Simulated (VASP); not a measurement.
Write the native input for VASP 6.6.1 that does the following.

```
Task                   : single point
Functional             : PBE
Potentials or basis    : VASP PAW PBE potentials, release 64 (Hf_pv, N)
Cutoff                 : 520 eV
k mesh                 : 13 × 13 × 13
Occupations            : methfessel-paxton, width 0.3 eV
Spin                   : no spin polarisation
Dipole correction      : no
Further INCAR settings : ALGO = Normal; EDIFF = 1e-06; NBANDS = 14
```

The structure of HfN lies in POSCAR:

```
HfN
1.0
    0.0000000000      2.2560000000      2.2560000000
    2.2560000000      0.0000000000      2.2560000000
    2.2560000000      2.2560000000      0.0000000000
Hf N
1 1
Direct
    0.0000000000      0.0000000000      0.0000000000
    0.5000000000      0.5000000000      0.5000000000
```

The input as run:

INCAR

```
ALGO = Normal
EDIFF = 1E-6
ENCUT = 520
GGA = PE
ISIF = 2
ISMEAR = 1
LASPH = T
LCHARG = T
LELF = T
LREAL = F
LVHAR = T
LWAVE = F
NBANDS = 14
NELM = 60
PREC = Accurate
SIGMA = 0.3
```

KPOINTS

```
k-points
0
Gamma
  13 13 13
```

Potentials or basis: VASP PAW PBE potentials, release 64 (Hf_pv, N).

The run is started by

```bash
$ cat potpaw_PBE.64/Hf_pv/POTCAR potpaw_PBE.64/N/POTCAR > POTCAR
$ mpirun -np 1 vasp_std > vasp.out
```

It gave:

The pressure is 4.1 GPa.

Run time: 10 s on 1 thread of Intel(R) Xeon(R) 6975P-C (Granite Rapids), with other jobs on the host, peak memory 0.15 GiB.
